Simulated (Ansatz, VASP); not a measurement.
**Mg: VASP beside Ansatz**

```xyz
2
Lattice="0.0000 3.4380 3.4380 3.4380 0.0000 3.4380 3.4380 3.4380 0.0000" Properties=species:S:1:pos:R:3 pbc="T T T"
Mg    0.8595    0.8595    0.8595
Mg    6.0166    6.0166    6.0166
```

Alike in both runs: task single point; functional RPBE; k mesh 9 × 9 × 9; occupations fermi-dirac, width 0.1 eV; no spin polarisation.

|  | VASP | Ansatz |
| --- | --- | --- |
| version | VASP 6.6.1 | Ansatz 0.2.0 |
| potentials or method | VASP PAW PBE potentials, release 64 (Mg), cutoff 520 eV | plane waves (420 eV) with PAW, scalar-relativistic |
| valence electrons in the cell | 4 | 20 |

```tsv
	VASP	Ansatz	Ansatz less VASP
pressure (GPa)	0.4	0.4	+0.04
```

VASP's potentials were made for PBE, not for RPBE. With one functional, cell and mesh, what is left measures potentials, basis and numerics. VASP's potentials hold 4 valence electrons a cell and Ansatz's 20, so a difference there can come from the potentials and not from the codes.
